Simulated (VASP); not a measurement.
Write the native input for VASP 6.6.1 that does the following.

```
Task                   : single point
Functional             : PBE
Potentials or basis    : VASP PAW PBE potentials, release 64 (Zn)
Cutoff                 : 520 eV
k mesh                 : 16 × 16 × 8
Occupations            : fermi-dirac, width 0.03 eV
Spin                   : no spin polarisation
Dipole correction      : no
Further INCAR settings : ALGO = Normal; EDIFF = 1e-06; NBANDS = 19
```

The structure of Zn lies in POSCAR:

```
Zn
1.0
    2.6824462367      0.0000000000      0.0000000000
   -1.3412231184      2.3230665853      0.0000000000
    0.0000000000      0.0000000000      4.9794605574
Zn
2
Direct
    0.3333333333      0.6666666667      0.2500000000
    0.6666666667      0.3333333333      0.7500000000
```

These files were run (other wordings do the same):

INCAR

```
SYSTEM = Zn
PREC = Accurate
ENCUT = 520
EDIFF = 1E-6
ISMEAR = -1
SIGMA = 0.03
LREAL = .False.
LASPH = .True.
NELM = 80
ALGO = Normal
ISIF = 2
LWAVE = .False.
LCHARG = .False.
GGA = PE
NBANDS = 19
```

KPOINTS

```
regular mesh
0
Gamma
  16 16 8
  0 0 0
```

Potentials or basis: VASP PAW PBE potentials, release 64 (Zn).

Command:

```sh
$ cat potpaw_PBE.64/Zn/POTCAR > POTCAR
$ mpirun -np 1 vasp_std > vasp.out
```

Results of the run:

```
Pressure               : -1.5 GPa
Band gap on the k mesh : zero (bands 12 and 13 overlap by 4.30 eV)
```

It took 85 s on 1 thread of Intel Xeon 8259CL, with other jobs on the host, peak memory 0.19 GiB.
